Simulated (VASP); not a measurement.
Here is a VASP 6.6.1 calculation.

INCAR

```
PREC = Accurate ; ENCUT = 520
EDIFF = 1E-8 ; ISMEAR = -1
SIGMA = 0.05 ; LREAL = F
LASPH = T ; NELM = 80
ALGO = Normal ; ISIF = 2
LWAVE = F ; LCHARG = F
GGA = CA ; LEFG = T
NBANDS = 14
```

The input KPOINTS:

```
Automatic mesh
0
Gamma
  13 13 13
```

File POSCAR:

```
TiB
1.0
    0.0000000000      2.0726046273      2.0726046273
    2.0726046273      0.0000000000      2.0726046273
    2.0726046273      2.0726046273      0.0000000000
Ti B
1 1
Direct
    0.7500000000      0.7500000000      0.7500000000
    0.0000000000      0.0000000000      0.0000000000
```

Potentials or basis: VASP PAW LDA potentials, release 64 (Ti_sv, B).

The run is started by

```sh
$ cat potpaw_LDA.64/Ti_sv/POTCAR potpaw_LDA.64/B/POTCAR > POTCAR
$ mpirun -np 1 vasp_std > vasp.out
```

(1) What does it give for the pressure?

Results:

(1) 123.4 GPa.

Caveat: without QUAD_EFG the Cq values of the log hold for a quadrupole moment of 1 mb, not for the nuclei.
